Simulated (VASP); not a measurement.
Set up this calculation in VASP 6.6.1, as the native input.

| Item | Value |
| --- | --- |
| Task | single point |
| Functional | PBE |
| Potentials or basis | VASP PAW PBE potentials, release 64 (Dy_3, Ga_d, S), 4f in core |
| Cutoff | 500 eV |
| k mesh | 4 × 2 × 4 |
| Occupations | gaussian, width 0.2 eV |
| Spin | no spin polarisation |
| Dipole correction | no |
| Further INCAR settings | ALGO = Normal; EDIFF = 1e-06; NBANDS = 35 |

The structure of Dy3GaS2 lies in POSCAR:

```
Dy3GaS2
1.0
    5.0628984229      0.0000000000     -0.4680940541
    0.0000000000      6.2713207194      0.0000000000
   -2.9460515419      0.0000000000      5.0500234477
Dy Ga S
3 1 2
Direct
    0.5000000000      0.5000000000      0.0000000000
    0.5000000000      0.7560111086      0.5000000000
    0.5000000000      0.2439888914      0.5000000000
    0.5000000000      0.0000000000      0.0000000000
    0.0000000000      0.0000000000      0.5000000000
    0.0000000000      0.5000000000      0.0000000000
```

The cell was generated, and may not be a known phase.

These files were run (other wordings do the same):

INCAR

```
ALGO = Normal
EDIFF = 1E-6
ENCUT = 500
GGA = PE
GGA_COMPAT = F
ISIF = 2
ISMEAR = 0
LASPH = T
LCHARG = T
LELF = T
LMAXMIX = 6
LREAL = F
LVHAR = T
LWAVE = F
NBANDS = 35
NELM = 200
PREC = Accurate
SIGMA = 0.2
```

KPOINTS

```
k-points
0
Gamma
  4 2 4
```

Potentials or basis: VASP PAW PBE potentials, release 64 (Dy_3, Ga_d, S), 4f in core.

The run is started by

```sh
$ cat potpaw_PBE.64/Dy_3/POTCAR potpaw_PBE.64/Ga_d/POTCAR potpaw_PBE.64/S/POTCAR > POTCAR
$ mpirun -np 1 vasp_std > vasp.out
```

Results of the run:

```yaml
Pressure: 0.3 GPa
Largest_force: 0.004 eV/Å
Band_gap_on_the_k_mesh: zero (bands 26 and 27 overlap by 0.67 eV)
```

Caveat: the k points lie up to 0.50 Å⁻¹ apart, too coarse for converged energies and pressures of a metal; spin-orbit coupling is left out, which moves the levels of the heavy elements; the 4f electrons are frozen in the core, so they carry no moment and show no levels; the run has no spin polarisation, though such a crystal can be magnetic.

It took 70 s on 1 thread of AMD EPYC 9R45 96-Core Processor (Zen 5), on a shared host, peak memory 0.31 GiB.
